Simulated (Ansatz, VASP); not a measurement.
## One calculation of CuO, two programs

```xyz
4
Lattice="2.3404 -1.7108 -0.0229 2.3197 1.6825 -0.0101 -0.8909 0.0241 5.0786" Properties=species:S:1:pos:R:3 pbc="T T T"
Cu    1.1314    0.8451   -0.0328
Cu    0.6592   -0.8608    2.5221
O     2.0366   -0.3045    1.2916
O     1.5596    0.2913    3.7421
```

Change from the starting cell: kmesh displaced: [4, 4, 2] Gamma-centred.

Alike in both runs: task single point; functional PBEsol; k mesh 4 × 4 × 2; occupations gaussian, width 0.1 eV; no spin polarisation.

|  | VASP | Ansatz |
| --- | --- | --- |
| version | VASP 6.6.1 | Ansatz 0.2.0 |
| potentials or method | VASP PAW PBE potentials, release 64 (Cu_sv_GW, O), cutoff 820 eV | scalar-relativistic, plane waves, PAW |
| valence electrons in the cell | 50 | 50 |

|  | VASP | Ansatz | Ansatz less VASP |
| --- | --- | --- | --- |
| gap on the k mesh at the Fermi level (eV) | none | none | - |
| pressure (GPa) | -2.1 | -1.6 | +0.50 |
| traceless stress, the component that is largest in VASP (GPa) | -2.57 | -2.60 | -0.031 |
| rms of the force components (eV/Å) | 0.336 | 0.335 | -0.0012 |

VASP's potentials were made for PBE, not for PBEsol. Atom by atom the forces differ by 0.005 eV/Å (rms over components). A gap of «none» marks a metal or a gap that the smearing closes. The functional is the same, so the differences come from potentials, cutoffs and numerics.

The k mesh is coarse, so the values compare programs but aren't converged.
